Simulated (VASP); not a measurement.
# C (Fd-3m) in VASP: single point with r2SCAN

Aim: the single point of C with r2SCAN.

Program: VASP 6.6.1. These are calculated values, not measurements. Logs are shortened: lines on timing, memory, paths and dates and some standing lists are left out, and cuts for length are marked.

### 1 The cell of the first run

Symmetry: Fd-3m, No. 227, cubic system. Conventional cell: a = 3.560 Å, b = 3.560 Å, c = 3.560 Å, α = 90.00°, β = 90.00°, γ = 90.00°. C (site symmetry -43m) has 4 C at 1.54 Å within 2.1 Å.

### 2 Single point, r2SCAN

POSCAR reads:

```
C
1.0
    0.0000000000      1.7801050042     -1.7801050042
   -1.7801050042      0.0000000000      1.7801050042
    3.5602100083      3.5602100083      3.5602100083
C
6
Direct
    0.3333333330      0.6666666670      0.2083333330
    0.6666666670      0.3333333330      0.5416666670
    0.0000000000      0.0000000000      0.8750000000
    0.0000000000      0.0000000000      0.1250000000
    0.3333333330      0.6666666670      0.4583333330
    0.6666666670      0.3333333330      0.7916666670
```

INCAR.step1 reads:

```
PREC     = Accurate       # precision mode
ENCUT    = 1430           # plane-wave cutoff, eV
ISMEAR   = -1             # smearing method
SIGMA    = 0.02           # smearing width, eV
LREAL    = F              # projectors in reciprocal space
LASPH    = T              # aspherical terms in the spheres
NELM     = 120            # most SCF steps
NBANDS   = 21             # bands
GGA      = PE             # functional
ALGO     = Normal         # electronic algorithm
EDIFF    = 1E-5           # SCF threshold, eV
LWAVE    = T              # write WAVECAR
LCHARG   = F              # write CHGCAR
GGA_COMPAT= F
```

INCAR.step2 reads:

```
PREC     = Accurate       # precision mode
ENCUT    = 1430           # plane-wave cutoff, eV
EDIFF    = 1E-6           # SCF threshold, eV
ISMEAR   = -1             # smearing method
SIGMA    = 0.02           # smearing width, eV
LREAL    = F              # projectors in reciprocal space
LASPH    = T              # aspherical terms in the spheres
NELM     = 120            # most SCF steps
ALGO     = Normal         # electronic algorithm
ISIF     = 2              # what is computed and relaxed
LWAVE    = F              # write WAVECAR
LCHARG   = T              # write CHGCAR
METAGGA  = R2SCAN         # meta-GGA
LMIXTAU  = T            
LELF     = T              # ELF
LVHAR    = T            
NBANDS   = 21             # bands
ISTART   = 1            
GGA_COMPAT= F
```

KPOINTS reads:

```
regular mesh
0
Gamma
  12 12 4
```

Potentials or basis: VASP PAW PBE potentials, release 64 (C_h).

On the command line:

```console
cat potpaw_PBE.64/C_h/POTCAR > POTCAR
cp INCAR.step1 INCAR
mpirun -np 1 vasp_std > vasp.out
cp INCAR.step2 INCAR
mpirun -np 1 vasp_std > vasp.out
```

OUTCAR:

```text
PREC = Accurate
   ENCUT = 1430
   EDIFF = 1E-6
   ISMEAR = -1
   LREAL = F
   LASPH = T
   NELM = 120
   ISIF = 2
   METAGGA = R2SCAN
   ISTART = 1

 ion  position               nearest neighbor table
   1  0.333  0.667  0.208-
   2  0.667  0.333  0.542-
   3  0.000  0.000  0.875-
   4  0.000  0.000  0.125-
   5  0.333  0.667  0.458-
   6  0.667  0.333  0.792-

  LATTYP: Found a hexagonal cell.
 ALAT       =     2.5174486394
 C/A-ratio  =     2.4494897427

  Lattice vectors:

 A1 = (   0.0000000000,   1.7801050042,  -1.7801050042)
 A2 = (  -1.7801050042,   0.0000000000,   1.7801050042)
 A3 = (   3.5602100083,   3.5602100083,   3.5602100083)

Analysis of symmetry for initial positions (statically):
=====================================================================
 Subroutine PRICEL returns following result:

  LATTYP: Found a face centered cubic cell.
 ALAT       =     3.5602100048

  Lattice vectors:

 A1 = (   1.7801050024,   1.7801050024,  -0.0000000000)
 A2 = (  -0.0000000018,   1.7801050024,   1.7801050042)
 A3 = (   1.7801050077,   0.0000000035,   1.7801050042)

   3 primitive cells build up your supercell.

 Routine SETGRP: Setting up the symmetry group for a
 hexagonal supercell.

 Subroutine GETGRP returns: Found 12 space group operations
 (whereof 12 operations were pure point group operations)
 out of a pool of 24 trial point group operations.

The static configuration has the point symmetry D_3d.

Analysis of symmetry for dynamics (positions and initial velocities):
=====================================================================
 Subroutine PRICEL returns following result:

  LATTYP: Found a face centered cubic cell.
 ALAT       =     3.5602100048

  Lattice vectors:

 A1 = (   1.7801050024,   1.7801050024,  -0.0000000000)
 A2 = (  -0.0000000018,   1.7801050024,   1.7801050042)
 A3 = (   1.7801050077,   0.0000000035,   1.7801050042)

   3 primitive cells build up your supercell.

 Routine SETGRP: Setting up the symmetry group for a
 hexagonal supercell.

 Subroutine GETGRP returns: Found 12 space group operations
 (whereof 12 operations were pure point group operations)
 out of a pool of 24 trial point group operations.

The dynamic configuration has the point symmetry D_3d.

 Subroutine INISYM returns: Found 12 space group operations
 (whereof 12 operations are pure point group operations),
 and found     3 'primitive' translations

----------------------------------------------------------------------------------------

                                     Primitive cell

  volume of cell :      11.2815

  direct lattice vectors                    reciprocal lattice vectors
     1.780105002  1.780105002 -0.000000000     0.280882306  0.280882308 -0.280882307
    -0.000000002  1.780105002  1.780105004    -0.280882307  0.280882307  0.280882307
     1.780105008  0.000000004  1.780105004     0.280882307 -0.280882307  0.280882307

  length of vectors
     2.517448637  2.517448638  2.517448642     0.486502427  0.486502426  0.486502426

  position of ions in fractional coordinates (direct lattice)
     0.875000000  0.875000000  0.875000000
     0.125000000  0.125000000  0.125000000

  ion indices of the primitive-cell ions
   primitive index   ion index
                 1           1
                 2           5

----------------------------------------------------------------------------------------

 KPOINTS: regular mesh

Automatic generation of k-mesh.
 Grid dimensions read from file:
 generate k-points for:   12   12    4

 Generating k-lattice:

  Cartesian coordinates                     Fractional coordinates (reciprocal lattice)
    -0.015604573  0.031209145 -0.015604573     0.083333333  0.000000000  0.000000000
    -0.031209145  0.015604573  0.015604573     0.000000000  0.083333333  0.000000000
     0.023406859  0.023406859  0.023406859     0.000000000  0.000000000  0.250000000

  Length of vectors
     0.038223241  0.038223241  0.040541869

  Shift w.r.t. Gamma in fractional coordinates (k-lattice)
     0.000000000  0.000000000  0.000000000

 Subroutine IBZKPT returns following result:
 ===========================================

 Found     69 irreducible k-points:

 Following reciprocal coordinates:
            Coordinates               Weight
  0.000000  0.000000  0.000000      1.000000
  0.083333  0.000000  0.000000      6.000000
  0.166667  0.000000  0.000000      6.000000
  0.250000  0.000000  0.000000      6.000000
  0.333333  0.000000  0.000000      6.000000
  0.416667  0.000000  0.000000      6.000000
[... 16 lines left out ...]
  0.166667  0.000000  0.250000      6.000000
  0.000000  0.166667  0.250000      6.000000
 [... further k-points ...]
   k-points           NKPTS =     69   k-points in BZ     NKDIM =     69   number of bands    NBANDS=     21
   number of dos      NEDOS =    301   number of ions     NIONS =      6
   total plane-waves  NPLWV =  81920
   dimension x,y,z NGX =    32 NGY =   32 NGZ =   80
   dimension x,y,z NGXF=    64 NGYF=   64 NGZF=  160
   ions per type =               6
   NGX,Y,Z   is equivalent  to a cutoff of  21.13, 21.13, 21.57 a.u.
   NGXF,Y,Z  is equivalent  to a cutoff of  42.26, 42.26, 43.14 a.u.
 SYSTEM =  unknown system
   PREC   = accura    normal or accurate (medium, high low for compatibility)
   ISTART =      1    job   : 0-new  1-cont  2-samecut
   ICHARG =      0    charge: 1-file 2-atom 10-const
   ISPIN  =      1    spin polarized calculation?
   LNONCOLLINEAR =      F non collinear calculations
   LSORBIT =      F    spin-orbit coupling
   LASPH  =      T    aspherical Exc in radial PAW
   ENCUT  = 1430.0 eV 105.10 Ry   10.25 a.u.   7.76  7.76 19.01*2*pi/ulx,y,z
   NELM   =    120;   NELMIN=  2; NELMDL=  0     # of ELM steps
   EDIFF  = 0.1E-05   stopping-criterion for ELM
   LREAL  =      F    real-space projection
   EDIFFG = 0.1E-04   stopping-criterion for IOM
   NSW    =      0    number of steps for IOM
   IBRION =     -1    ionic relax: 0-MD 1-quasi-New 2-CG
   NFREE  =      0    steps in history (QN), initial steepest desc. (CG)
   ISIF   =      2    stress and relaxation
   ISYM   =      2    0-nonsym 1-usesym 2-fastsym
   POTIM  = 0.5000    time-step for ionic-motion
   TEBEG  =    0.0;   TEEND  =   0.0 temperature during run
   PSTRESS=    0.0 pullay stress
   NELECT =      24.0000    total number of electrons
   NUPDOWN=      -1.0000    fix difference up-down
   EMIN   =  10.00;   EMAX   =-10.00  energy-range for DOS
   EFERMI =   0.00;   METHOD = LEGACY
   ISMEAR =    -1;   SIGMA  =   0.02  broadening in eV -4-tet -1-fermi 0-gaus
   EFERMI_NEDOS =   21; number of points for ismear=-14 and -15
   IALGO  =     38    algorithm
   IMIX   =      4    mixing-type and parameters
     AMIX     =   0.40;   BMIX     =  1.00
     AMIX_MAG =   1.60;   BMIX_MAG =  1.00
  volume/ion in A,a.u.               =       5.64        38.07
  Fermi-wavevector in a.u.,A,eV,Ry     =   1.459876  2.758765 28.997240  2.131237
  Thomas-Fermi vector in A             =   2.576391
   LORBIT       =      0    0 simple, 1 ext, 2 COOP (PROOUT), +10 PAW based schemes
   METAGGA = R2SCAN    functional components
   LHFCALC =     F    Hartree Fock is set to
   AEXX    =    0.0000 exact exchange contribution
   IVDW    =     0    specifies the selected vdW correction
   LEPSILON=     F    determine dielectric tensor
   LRPA    =     F    only Hartree local field effects (RPA)
 non-spin polarized calculation
  energy-cutoff  :     1430.00
  volume of cell :       33.84
 maximum number of plane-waves:      4209
 NGX is ok and might be reduce to    32
   NGX = 15   NGY = 15   NGZ = 39

 number of electron      24.0000000 magnetization

 Free energy of the ion-electron system (eV)
  ---------------------------------------------------
  ext. energy  EPLUGINS =         0.00000000
  ---------------------------------------------------
  free energy    TOTEN  =       -59.16788292 eV

  energy without entropy =      -59.16788292  energy(sigma->0) =      -59.16788292

 E-fermi :  11.4973     XC(G=0): -14.2997

 val. band max:       10.9942200079   @ k =   0.0000   0.0000   0.0000
 cond. band min:      15.4296492697   @ k =   0.0000   0.3333   0.2500
 fundamental gap:      4.4354292618
 Fermi energy:        11.4972930946

 k-point     1 :       0.0000    0.0000    0.0000
  band No.  band energies     occupation
      1     -11.7506      2.00000
      2      -8.5954      2.00000
      3      -8.5954      2.00000
      4       1.0500      2.00000
      5       1.0500      2.00000
      6       8.5239      2.00000
[... 13 lines left out ...]
     20      19.9675      0.00000
     21      19.9675      0.00000

 k-point     2 :       0.0833    0.0000    0.0000
  band No.  band energies     occupation
      1     -11.5715      2.00000
      2      -8.4231      2.00000
      3      -8.4223      2.00000
      4       1.1718      2.00000
      5       1.1785      2.00000
      6       7.2403      2.00000
[... 13 lines left out ...]
     20      20.7452      0.00000
     21      20.8481      0.00000

 k-point     3 :       0.1667    0.0000    0.0000
  band No.  band energies     occupation
      1     -11.0360      2.00000
      2      -7.9110      2.00000
      3      -7.9043      2.00000
      4       1.4907      2.00000
      5       1.5454      2.00000
      6       5.0172      2.00000
[... 13 lines left out ...]
     20      22.6504      0.00000
     21      22.6775      0.00000
[... 457 lines left out ...]
 k-point    23 :       0.1667    0.0000    0.2500
  band No.  band energies     occupation
      1     -10.8353      2.00000
      2      -9.2549      2.00000
      3      -6.2896      2.00000
      4      -1.0115      2.00000
      5       4.1917      2.00000
      6       5.4915      2.00000
[... 13 lines left out ...]
     20      22.4922      0.00000
     21      22.8156      0.00000

 k-point    24 :       0.0000    0.1667    0.2500
  band No.  band energies     occupation
      1     -10.8362      2.00000
      2      -9.2511      2.00000
      3      -6.3000      2.00000
      4      -0.9755      2.00000
      5       4.2168      2.00000
      6       4.9953      2.00000
[... 13 lines left out ...]
     20      22.3560      0.00000
     21      22.7230      0.00000

 [... further k-points ...]

------------------------ aborting loop because EDIFF is reached ----------------------------------------

  FORCE on cell =-STRESS in cart. coord.  units (eV):
  Direction    XX          YY          ZZ          XY          YZ          ZX
  --------------------------------------------------------------------------------------
  -------------------------------------------------------------------------------------
  Total       -0.1278415     -0.1278415     -0.1278415     -0.0003667     -0.0003667     -0.0003667
  in kB       -6.0519366     -6.0519366     -6.0519366     -0.0173615     -0.0173615     -0.0173615
  external PRESSURE =      -6.0519366 kB  Pullay stress =       0.0000000 kB

 VOLUME and BASIS-vectors are now :
 -----------------------------------------------------------------------------
  energy-cutoff  :     1430.00
  volume of cell :       33.84
      direct lattice vectors                 reciprocal lattice vectors
     0.000000000  1.780105004 -1.780105004    -0.187254871  0.374509742 -0.187254871
    -1.780105004  0.000000000  1.780105004    -0.374509742  0.187254871  0.187254871
     3.560210008  3.560210008  3.560210008     0.093627436  0.093627436  0.093627436

 POSITION                                       TOTAL-FORCE (eV/Angst)
 -----------------------------------------------------------------------------------
     -0.44503      1.33508      1.33508         0.000100      0.000100      0.000100
      1.33508      3.11518      1.33508         0.000100      0.000100      0.000100
      3.11518      3.11518      3.11518         0.000100      0.000100      0.000100
      0.44503      0.44503      0.44503        -0.000100     -0.000100     -0.000100
      0.44503      2.22513      2.22513        -0.000100     -0.000100     -0.000100
      2.22513      4.00524      2.22513        -0.000100     -0.000100     -0.000100
 -----------------------------------------------------------------------------------
    total drift:                               -0.000000      0.000000     -0.000000

  FREE ENERGIE OF THE ION-ELECTRON SYSTEM (eV)
  ---------------------------------------------------
  free  energy   TOTEN  =       -59.1678829227 eV

  energy  without entropy=      -59.1678829227  energy(sigma->0) =      -59.16788292
```

It took 5.1 min on 1 thread of Intel Xeon 6975P-C (Granite Rapids), shared host; peak memory 0.38 GiB.

What came out:

```yaml
Free_energy: -59.1679 eV
Pressure: -0.6 GPa
Band_gap_on_the_k_mesh: 4.44 eV
```

Caveat: the PAW data sets were made with another functional, which shifts forces and pressure a little. A k mesh can miss the band edges.
